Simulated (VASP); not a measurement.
Wanted: the native input for a VASP 6.6.1 run.

```yaml
Task: single point
Functional: PBE0
Potentials_or_basis: VASP PAW PBE potentials, release 64 (Ba_sv, Ti_sv, O)
Cutoff: 520 eV
k_mesh: 4 × 4 × 4
Occupations: gaussian, width 0.01 eV
Spin: no spin polarisation
Dipole_correction: no
Grid_for_exact_exchange_PRECFOCK: Fast
Further_INCAR_settings: ALGO = Normal; EDIFF = 1e-06; NBANDS = 28
Share_of_exact_exchange: 0.25
```

The system is BaTiO3.

```
CELL_PARAMETERS angstrom
2.84000 1.63967 2.33135
-2.84000 1.63967 2.33135
0.00000 -3.27935 2.33135
ATOMIC_POSITIONS crystal
Ba 0.99679 0.99679 0.99679
Ti 0.48333 0.48333 0.48333
O 0.50983 0.50983 0.01942
O 0.01942 0.50983 0.50983
O 0.50983 0.01942 0.50983
```

The input as run:

POSCAR

```
BaTiO3
1.0
    2.8399983144      1.6396737913      2.3313532688
   -2.8399983144      1.6396737913      2.3313532688
    0.0000000000     -3.2793475827      2.3313532687
Ba Ti O
1 1 3
Direct
   -0.0032057798     -0.0032057798     -0.0032057798
    0.4833346617      0.4833346617      0.4833346617
    0.5098255445      0.5098255445      0.0194200292
    0.0194200292      0.5098255445      0.5098255445
    0.5098255445      0.0194200292      0.5098255445
```

INCAR.step1

```
ALGO     = Normal         # electronic algorithm
EDIFF    = 1E-5           # SCF threshold, eV
ENCUT    = 520            # plane-wave cutoff, eV
GGA      = PE             # functional
ISIF     = 2              # what is computed and relaxed
ISMEAR   = 0              # smearing method
LASPH    = T              # aspherical terms in the spheres
LCHARG   = F              # write CHGCAR
LREAL    = F              # projectors in reciprocal space
LWAVE    = T              # write WAVECAR
NBANDS   = 28             # bands
NELM     = 100            # most SCF steps
PREC     = Accurate       # precision mode
SIGMA    = 0.01           # smearing width, eV
```

INCAR.step2

```
AEXX     = 0.25           # exact-exchange fraction
ALGO     = Normal         # electronic algorithm
EDIFF    = 1E-6           # SCF threshold, eV
ENCUT    = 520            # plane-wave cutoff, eV
GGA      = PE             # functional
ISIF     = 2              # what is computed and relaxed
ISMEAR   = 0              # smearing method
ISTART   = 1            
LASPH    = T              # aspherical terms in the spheres
LCHARG   = F              # write CHGCAR
LHFCALC  = T              # exact exchange
LREAL    = F              # projectors in reciprocal space
LWAVE    = F              # write WAVECAR
NBANDS   = 28             # bands
NELM     = 100            # most SCF steps
PREC     = Accurate       # precision mode
PRECFOCK = Fast         
SIGMA    = 0.01           # smearing width, eV
```

KPOINTS

```
k-points
0
Gamma
  4 4 4
```

Potentials or basis: VASP PAW PBE potentials, release 64 (Ba_sv, Ti_sv, O).

Run with:

```console
$ cat potpaw_PBE.64/Ba_sv/POTCAR potpaw_PBE.64/Ti_sv/POTCAR potpaw_PBE.64/O/POTCAR > POTCAR
$ cp INCAR.step1 INCAR
$ mpirun -np 1 vasp_std > vasp.out
$ cp INCAR.step2 INCAR
$ mpirun -np 1 vasp_std > vasp.out
```

It gave:

```yaml
Pressure: -0.6 GPa
Largest_force: 0.199 eV/Å
Band_gap_on_the_k_mesh: 4.68 eV (least direct gap 5.13 eV)
```

Caveat: the PAW data sets were made with another functional, which shifts forces and pressure a little; spin-orbit coupling is left out, which moves the levels of the heavy elements.

Run time: 15 min on 1 thread of Oxide Virtual Turin-like Processor, on a shared host, peak memory 0.16 GiB.
